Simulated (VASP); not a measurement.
CoSi8Ni3, 12 atoms in the cell. It takes space group Pm-3m (No. 221, cubic). Conventional cell: a = 5.410 Å, b = 5.410 Å, c = 5.410 Å, α = 90.00°, β = 90.00°, γ = 90.00°. Within 3.1 Å of Co (site symmetry m-3m) lie 8 Si at 2.32 Å. Within 3.1 Å of Si (site symmetry 3m) lie 1 Co at 2.32 Å and 3 Ni at 2.35 Å and 6 Si at 2.68 to 2.73 Å. Ni (site symmetry 4/mmm) has 8 Si at 2.35 Å within 3.1 Å. 

```yaml
Program: VASP 6.6.1
Task: single point
Functional: PBE
Potentials_or_basis: VASP PAW PBE potentials, release 64 (Co, Si, Ni)
Cutoff: 520 eV
k_mesh: 4 × 4 × 4
Occupations: gaussian, width 0.1 eV
Spin: collinear spin, ferromagnetic start
Starting_moments: "[3.0, 0.0, 0.0, 0.0, 0.0, 0.0, 0.0, 0.0, 0.0, 2.0, 2.0, 2.0] μB"
Dipole_correction: no
Further_INCAR_settings: ALGO = Normal; EDIFF = 1e-06; NBANDS = 52
```

Potentials or basis: VASP PAW PBE potentials, release 64 (Co, Si, Ni).

Command:

```bash
$ cat potpaw_PBE.64/Co/POTCAR potpaw_PBE.64/Si/POTCAR potpaw_PBE.64/Ni/POTCAR > POTCAR
$ mpirun -np 1 vasp_std > vasp.out
```

Hardware: 1 thread of Intel(R) Xeon(R) Platinum 8488C (Sapphire Rapids) (shared host).

Question: Estimate the wall time of this run.

Answer: Run time: 3.8 min on 1 thread of Intel(R) Xeon(R) Platinum 8488C (Sapphire Rapids) (shared host), peak memory 0.35 GiB. Counts: scf iterations 18, k points 10.
